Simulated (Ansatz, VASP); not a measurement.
**Ag: VASP beside Ansatz**

```
CELL_PARAMETERS angstrom
0.00000 3.19209 3.19209
3.19209 0.00000 3.19209
3.19209 3.19209 0.00000
ATOMIC_POSITIONS crystal
Ag 0.50000 0.50000 0.50000
Ag 0.75000 0.75000 0.75000
Ag 0.25000 0.25000 0.25000
```

Alike in both runs: functional PBE; k mesh 6 × 6 × 6; occupations gaussian, width 0.1 eV; no spin polarisation.

Ansatz relaxed the structure, and its values are those at the end. VASP's run is a single point on that final structure, the one shown.

|  | VASP | Ansatz |
| --- | --- | --- |
| version | VASP 6.6.1 | Ansatz 0.2.0 |
| potentials or method | VASP PAW PBE potentials, release 64 (Ag), cutoff 520 eV | scalar-relativistic, plane waves, PAW |
| valence electrons in the cell | 33 | 57 |

Ansatz gave:

- gap on the k mesh at the Fermi level (eV): none
- pressure (GPa): 0.1

Problem. What did VASP give for the same quantities?

Solution. gap on the k mesh at the Fermi level (eV): none; pressure (GPa): 0.0.

A gap of «none» marks a metal or a gap that the smearing closes. VASP's potentials hold 33 valence electrons a cell and Ansatz's 57, so a difference there can come from the potentials and not from the codes.
